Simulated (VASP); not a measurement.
# SnS2 (P-3m1) in VASP: single point with r2SCAN+rVV10

Aim: the single point of SnS2 with r2SCAN+rVV10.

All numbers are computed with VASP 6.6.1; they aren't measurements. Logs are shortened: lines on timing, memory, paths and dates and some standing lists are left out, and cuts for length are marked.

### 1 The cell of the first run

It takes space group P-3m1 (No. 164, trigonal). Conventional cell: a = 3.661 Å, b = 3.661 Å, c = 5.967 Å, α = 90.00°, β = 90.00°, γ = 120.00°. Within 3.4 Å of Sn (site symmetry -3m) lie 6 S at 2.57 Å. S (site symmetry 3m) has 3 Sn at 2.57 Å within 3.4 Å.

### 2 Single point, r2SCAN+rVV10

Contents of POSCAR:

```
SnS2
1.0
    3.6610941804      0.0000000000      0.0000000000
   -1.8305470902      3.1706005659      0.0000000000
    0.0000000000      0.0000000000      5.9669248792
Sn S
1 2
Direct
    0.0000000000      0.0000000000      0.0000000000
    0.3333333333      0.6666666667      0.2454519931
    0.6666666667      0.3333333333      0.7545480069
```

Contents of INCAR.step1:

```
SYSTEM = SnS2
ALGO = Normal ; EDIFF = 1E-5
ENCUT = 550 ; GGA = PE
GGA_COMPAT = .FALSE. ; ISMEAR = 0
LASPH = .TRUE. ; LCHARG = .FALSE.
LREAL = .FALSE. ; LWAVE = .TRUE.
NBANDS = 20 ; NELM = 120
PREC = Accurate ; SIGMA = 0.02
```

Contents of INCAR.step2:

```
SYSTEM = SnS2
ALGO = Normal ; BPARAM = 11.95
CPARAM = 0.0093 ; EDIFF = 1E-6
ENCUT = 550 ; GGA_COMPAT = .FALSE.
ISIF = 2 ; ISMEAR = 0
ISTART = 1 ; IVDW_NL = 2
LASPH = .TRUE. ; LCHARG = .FALSE.
LMIXTAU = .TRUE. ; LREAL = .FALSE.
LUSE_VDW = .TRUE. ; LWAVE = .FALSE.
METAGGA = R2SCAN ; NBANDS = 20
NELM = 120 ; PREC = Accurate
SIGMA = 0.02
```

Contents of KPOINTS:

```
k-points
0
G
  9 9 6
  0 0 0
```

Potentials or basis: VASP PAW PBE potentials, release 64 (Sn_d, S).

Started as:

```console
cat potpaw_PBE.64/Sn_d/POTCAR potpaw_PBE.64/S/POTCAR > POTCAR
cp INCAR.step1 INCAR
mpirun -np 1 vasp_std > vasp.out
cp INCAR.step2 INCAR
mpirun -np 1 vasp_std > vasp.out
```

OUTCAR:

```text
SYSTEM = SnS2
   BPARAM = 11.95
   EDIFF = 1E-6
   ENCUT = 550
   ISIF = 2
   ISMEAR = 0
   ISTART = 1
   IVDW_NL = 2
   LASPH = .TRUE.
   LREAL = .FALSE.
   METAGGA = R2SCAN
   NELM = 120
   PREC = Accurate

 ion  position               nearest neighbor table
   1  0.000  0.000  0.000-   2 2.57   3 2.57   3 2.57   2 2.57   3 2.57   2 2.57
   2  0.333  0.667  0.245-   1 2.57   1 2.57   1 2.57
   3  0.667  0.333  0.755-   1 2.57   1 2.57   1 2.57

  LATTYP: Found a hexagonal cell.
 ALAT       =     3.6610941804
 C/A-ratio  =     1.6298200989

  Lattice vectors:

 A1 = (   3.6610941804,   0.0000000000,   0.0000000000)
 A2 = (  -1.8305470902,   3.1706005659,   0.0000000000)
 A3 = (   0.0000000000,   0.0000000000,   5.9669248792)

Analysis of symmetry for initial positions (statically):
=====================================================================
 Subroutine PRICEL returns:
 Original cell was already a primitive cell.

 Routine SETGRP: Setting up the symmetry group for a
 hexagonal supercell.

 Subroutine GETGRP returns: Found 12 space group operations
 (whereof 12 operations were pure point group operations)
 out of a pool of 24 trial point group operations.

The static configuration has the point symmetry D_3d.

Analysis of symmetry for dynamics (positions and initial velocities):
=====================================================================
 Subroutine PRICEL returns:
 Original cell was already a primitive cell.

 Routine SETGRP: Setting up the symmetry group for a
 hexagonal supercell.

 Subroutine GETGRP returns: Found 12 space group operations
 (whereof 12 operations were pure point group operations)
 out of a pool of 24 trial point group operations.

The dynamic configuration has the point symmetry D_3d.

 Subroutine INISYM returns: Found 12 space group operations
 (whereof 12 operations are pure point group operations),
 and found     1 'primitive' translations

----------------------------------------------------------------------------------------

                                     Primitive cell

  volume of cell :      69.2633

  direct lattice vectors                    reciprocal lattice vectors
     3.661094180  0.000000000  0.000000000     0.273142386  0.157698830  0.000000000
    -1.830547090  3.170600566  0.000000000     0.000000000  0.315397660  0.000000000
     0.000000000  0.000000000  5.966924879     0.000000000  0.000000000  0.167590513

  length of vectors
     3.661094180  3.661094180  5.966924879     0.315397660  0.315397660  0.167590513

  position of ions in fractional coordinates (direct lattice)
     0.000000000  0.000000000  0.000000000
     0.333333333  0.666666667  0.245451993
     0.666666667  0.333333333  0.754548007

  ion indices of the primitive-cell ions
   primitive index   ion index
                 1           1
                 2           2
                 3           3

----------------------------------------------------------------------------------------

 KPOINTS: k-points

Automatic generation of k-mesh.
 Grid dimensions read from file:
 generate k-points for:    9    9    6

 Generating k-lattice:

  Cartesian coordinates                     Fractional coordinates (reciprocal lattice)
     0.030349154  0.017522092  0.000000000     0.111111111  0.000000000  0.000000000
     0.000000000  0.035044184  0.000000000     0.000000000  0.111111111  0.000000000
     0.000000000  0.000000000  0.027931752     0.000000000  0.000000000  0.166666667

  Length of vectors
     0.035044184  0.035044184  0.027931752

  Shift w.r.t. Gamma in fractional coordinates (k-lattice)
     0.000000000  0.000000000  0.000000000

 Subroutine IBZKPT returns following result:
 ===========================================

 Found     62 irreducible k-points:

 Following reciprocal coordinates:
            Coordinates               Weight
  0.000000  0.000000  0.000000      1.000000
  0.111111  0.000000  0.000000      6.000000
  0.222222  0.000000  0.000000      6.000000
  0.333333  0.000000  0.000000      6.000000
  0.444444  0.000000  0.000000      6.000000
  0.111111  0.111111  0.000000      6.000000
[... 16 lines left out ...]
  0.222222  0.111111  0.166667     12.000000
 -0.111111  0.333333  0.166667     12.000000
 [... further k-points ...]
   k-points           NKPTS =     62   k-points in BZ     NKDIM =     62   number of bands    NBANDS=     20
   number of dos      NEDOS =    301   number of ions     NIONS =      3
   total plane-waves  NPLWV =  37632
   dimension x,y,z NGX =    28 NGY =   28 NGZ =   48
   dimension x,y,z NGXF=    56 NGYF=   56 NGZF=   96
   ions per type =               1   2
   NGX,Y,Z   is equivalent  to a cutoff of  12.71, 12.71, 13.37 a.u.
   NGXF,Y,Z  is equivalent  to a cutoff of  25.43, 25.43, 26.75 a.u.
 SYSTEM =  SnS2
   PREC   = accura    normal or accurate (medium, high low for compatibility)
   ISTART =      1    job   : 0-new  1-cont  2-samecut
   ICHARG =      0    charge: 1-file 2-atom 10-const
   ISPIN  =      1    spin polarized calculation?
   LNONCOLLINEAR =      F non collinear calculations
   LSORBIT =      F    spin-orbit coupling
   LASPH  =      T    aspherical Exc in radial PAW
   ENCUT  =  550.0 eV  40.42 Ry    6.36 a.u.   7.00  7.00 11.41*2*pi/ulx,y,z
   NELM   =    120;   NELMIN=  2; NELMDL=  0     # of ELM steps
   EDIFF  = 0.1E-05   stopping-criterion for ELM
   LREAL  =      F    real-space projection
   EDIFFG = 0.1E-04   stopping-criterion for IOM
   NSW    =      0    number of steps for IOM
   IBRION =     -1    ionic relax: 0-MD 1-quasi-New 2-CG
   NFREE  =      0    steps in history (QN), initial steepest desc. (CG)
   ISIF   =      2    stress and relaxation
   ISYM   =      2    0-nonsym 1-usesym 2-fastsym
   POTIM  = 0.5000    time-step for ionic-motion
   TEBEG  =    0.0;   TEEND  =   0.0 temperature during run
   PSTRESS=    0.0 pullay stress
   NELECT =      26.0000    total number of electrons
   NUPDOWN=      -1.0000    fix difference up-down
   EMIN   =  10.00;   EMAX   =-10.00  energy-range for DOS
   EFERMI =   0.00;   METHOD = LEGACY
   ISMEAR =     0;   SIGMA  =   0.02  broadening in eV -4-tet -1-fermi 0-gaus
   EFERMI_NEDOS =   21; number of points for ismear=-14 and -15
   IALGO  =     38    algorithm
   IMIX   =      4    mixing-type and parameters
     AMIX     =   0.40;   BMIX     =  1.00
     AMIX_MAG =   1.60;   BMIX_MAG =  1.00
  volume/ion in A,a.u.               =      23.09       155.80
  Fermi-wavevector in a.u.,A,eV,Ry     =   1.180950  2.231672 18.975278  1.394644
  Thomas-Fermi vector in A             =   2.317233
   LORBIT       =      0    0 simple, 1 ext, 2 COOP (PROOUT), +10 PAW based schemes
   METAGGA = R2SCAN    functional components
   LHFCALC =     F    Hartree Fock is set to
   AEXX    =    0.0000 exact exchange contribution
   IVDW_NL    =     2    kernel type
   BPARAM     =11.9500
   IVDW    =     0    specifies the selected vdW correction
   LEPSILON=     F    determine dielectric tensor
   LRPA    =     F    only Hartree local field effects (RPA)
 non-spin polarized calculation
 Gauss-broadening in eV      SIGMA  =   0.02
  energy-cutoff  :      550.00
  volume of cell :       69.26
 maximum number of plane-waves:      2045
   NGX = 13   NGY = 13   NGZ = 23

 number of electron      26.0000007 magnetization

 Free energy of the ion-electron system (eV)
  ---------------------------------------------------
  ext. energy  EPLUGINS =         0.00000000
  ---------------------------------------------------
  free energy    TOTEN  =       -41.60267551 eV

  energy without entropy =      -41.60267551  energy(sigma->0) =      -41.60267551

 E-fermi :   4.2465     XC(G=0): -10.1670

 val. band max:        4.1530570874   @ k =   0.0000   0.0000   0.0000
 cond. band min:       5.9115242258   @ k =   0.0000   0.4444   0.3333
 fundamental gap:      1.7584671384
 Fermi energy:         4.2465439091

 k-point     1 :       0.0000    0.0000    0.0000
  band No.  band energies     occupation
      1     -17.3685      2.00000
      2     -17.3685      2.00000
      3     -17.3010      2.00000
      4     -17.2788      2.00000
      5     -17.2788      2.00000
      6     -10.1146      2.00000
[... 12 lines left out ...]
     19      14.2331      0.00000
     20      14.2331      0.00000

 k-point     2 :       0.1111    0.0000    0.0000
  band No.  band energies     occupation
      1     -17.3780      2.00000
      2     -17.3621      2.00000
      3     -17.2956      2.00000
      4     -17.2828      2.00000
      5     -17.2774      2.00000
      6      -9.9735      2.00000
[... 12 lines left out ...]
     19      13.9545      0.00000
     20      14.3983      0.00000

 k-point     3 :       0.2222    0.0000    0.0000
  band No.  band energies     occupation
      1     -17.4042      2.00000
      2     -17.3488      2.00000
      3     -17.2962      2.00000
      4     -17.2763      2.00000
      5     -17.2707      2.00000
      6      -9.5643      2.00000
[... 12 lines left out ...]
     19      13.4595      0.00000
     20      14.7968      0.00000

 k-point     4 :       0.3333    0.0000    0.0000
  band No.  band energies     occupation
      1     -17.4358      2.00000
      2     -17.3398      2.00000
      3     -17.3065      2.00000
      4     -17.2574      2.00000
      5     -17.2567      2.00000
      6      -8.9472      2.00000
[... 12 lines left out ...]
     19      14.0688      0.00000
     20      15.0512      0.00000

 k-point     5 :       0.4444    0.0000    0.0000
  band No.  band energies     occupation
      1     -17.4568      2.00000
      2     -17.3371      2.00000
      3     -17.3130      2.00000
      4     -17.2448      2.00000
      5     -17.2443      2.00000
      6      -8.3181      2.00000
[... 12 lines left out ...]
     19      14.9509      0.00000
     20      15.6128      0.00000

 k-point     6 :       0.1111    0.1111    0.0000
  band No.  band energies     occupation
      1     -17.3933      2.00000
      2     -17.3554      2.00000
      3     -17.2890      2.00000
      4     -17.2873      2.00000
      5     -17.2713      2.00000
      6      -9.6978      2.00000
[... 12 lines left out ...]
     19      13.1732      0.00000
     20      14.8567      0.00000

 k-point     7 :       0.2222    0.1111    0.0000
  band No.  band energies     occupation
      1     -17.4180      2.00000
      2     -17.3493      2.00000
      3     -17.2978      2.00000
      4     -17.2756      2.00000
      5     -17.2559      2.00000
      6      -9.1790      2.00000
[... 12 lines left out ...]
     19      12.8200      0.00000
     20      15.2262      0.00000
[... 277 lines left out ...]
 k-point    20 :       0.4444    0.0000    0.1667
  band No.  band energies     occupation
      1     -17.4569      2.00000
      2     -17.3371      2.00000
      3     -17.3130      2.00000
      4     -17.2448      2.00000
      5     -17.2443      2.00000
      6      -8.2966      2.00000
[... 12 lines left out ...]
     19      15.0928      0.00000
     20      16.2223      0.00000

 k-point    21 :       0.0000    0.4444    0.1667
  band No.  band energies     occupation
      1     -17.4569      2.00000
      2     -17.3371      2.00000
      3     -17.3130      2.00000
      4     -17.2448      2.00000
      5     -17.2443      2.00000
      6      -8.2950      2.00000
[... 12 lines left out ...]
     19      14.5662      0.00000
     20      15.8433      0.00000

 k-point    22 :       0.1111    0.1111    0.1667
  band No.  band energies     occupation
      1     -17.3933      2.00000
      2     -17.3554      2.00000
      3     -17.2890      2.00000
      4     -17.2872      2.00000
      5     -17.2713      2.00000
      6      -9.6646      2.00000
[... 12 lines left out ...]
     19      13.4702      0.00000
     20      14.1793      0.00000

 k-point    23 :       0.2222    0.1111    0.1667
  band No.  band energies     occupation
      1     -17.4181      2.00000
      2     -17.3493      2.00000
      3     -17.2978      2.00000
      4     -17.2756      2.00000
      5     -17.2559      2.00000
      6      -9.1486      2.00000
[... 12 lines left out ...]
     19      13.2227      0.00000
     20      14.9559      0.00000

 k-point    24 :      -0.1111    0.3333    0.1667
  band No.  band energies     occupation
      1     -17.4181      2.00000
      2     -17.3493      2.00000
      3     -17.2979      2.00000
      4     -17.2755      2.00000
      5     -17.2559      2.00000
      6      -9.1473      2.00000
[... 12 lines left out ...]
     19      12.7108      0.00000
     20      14.7379      0.00000

 [... further k-points ...]
[... 5 lines left out ...]
  --------------------------------------------------------------------------------------
  -------------------------------------------------------------------------------------
  Total        0.0040541      0.0040541     -0.0037881     -0.0000000      0.0000000      0.0000000
  in kB        0.0937792      0.0937792     -0.0876259     -0.0000000      0.0000000      0.0000000
  external PRESSURE =       0.0333109 kB  Pullay stress =       0.0000000 kB

 VOLUME and BASIS-vectors are now :
 -----------------------------------------------------------------------------
  energy-cutoff  :      550.00
  volume of cell :       69.26
      direct lattice vectors                 reciprocal lattice vectors
     3.661094180  0.000000000  0.000000000     0.273142386  0.157698830  0.000000000
    -1.830547090  3.170600566  0.000000000     0.000000000  0.315397660  0.000000000
     0.000000000  0.000000000  5.966924879     0.000000000  0.000000000  0.167590513

 POSITION                                       TOTAL-FORCE (eV/Angst)
 -----------------------------------------------------------------------------------
      0.00000      0.00000      0.00000        -0.000000      0.000000      0.000000
     -0.00000      2.11373      1.46459        -0.000000     -0.000000      0.007453
      1.83055      1.05687      4.50233         0.000000      0.000000     -0.007453
 -----------------------------------------------------------------------------------
    total drift:                               -0.000000      0.000000      0.000000

  FREE ENERGIE OF THE ION-ELECTRON SYSTEM (eV)
  ---------------------------------------------------
  free  energy   TOTEN  =       -41.6026755052 eV

  energy  without entropy=      -41.6026755052  energy(sigma->0) =      -41.60267551
```

Run time: 3.6 min. Hardware: 1 thread of Intel Xeon 6975P-C (Granite Rapids), shared host; peak memory 0.39 GiB.

Results:

```yaml
Free_energy: -41.6027 eV
Pressure: 0.0 GPa
Largest_force: 0.007 eV/Å
Band_gap_on_the_k_mesh: 1.76 eV (least direct gap 2.24 eV)
```

Forces in eV/Å, atoms in the order of the input:
```
Sn   0.000  0.000  0.000
S    0.000  0.000  0.007
S    0.000  0.000 -0.007
```

Caveat: the PAW data sets were made with another functional, which shifts forces and pressure a little; spin-orbit coupling is left out, which moves the levels of the heavy elements; an odd mesh through Γ misses points on the zone boundary, where band edges can lie.
